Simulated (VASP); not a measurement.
Input of a VASP 6.6.1 run:

File INCAR:

```
SYSTEM = Zn
PREC = Accurate
ENCUT = 520
EDIFF = 1E-6
ISMEAR = 1
SIGMA = 0.05
LREAL = .FALSE.
LASPH = .TRUE.
NELM = 80
ALGO = Normal
ISIF = 2
LWAVE = .FALSE.
LCHARG = .FALSE.
GGA = PS
NBANDS = 12
```

Contents of KPOINTS:

```
regular mesh
0
G
  10 10 10
  0 0 0
```

The input POSCAR:

```
Zn
1.0
    1.2834380000      0.7409930000      8.3776400000
   -1.2834380000      0.7409930000      8.3776400000
    0.0000000000     -1.4819870000      8.3776400000
Zn
1
Direct
    0.0000000000      0.0000000000      0.0000000000
```

Potentials or basis: VASP PAW PBE potentials, release 64 (Zn).

The run is started by

```bash
$ cat potpaw_PBE.64/Zn/POTCAR > POTCAR
$ mpirun -np 1 vasp_std > vasp.out
```

**Question.** Estimate the band gap on the k mesh.

**Answer.** Zero (bands 6 and 7 overlap by 2.00 eV).

**Question.** What does it give for the pressure?

**Answer.** -2.0 GPa.

Stress tensor (GPa, compression positive):
```
-2.96  0.00  0.00
 0.00 -2.96  0.00
 0.00  0.00  0.07
```

Caveat: the PAW data sets were made with another functional, which shifts forces and pressure a little.
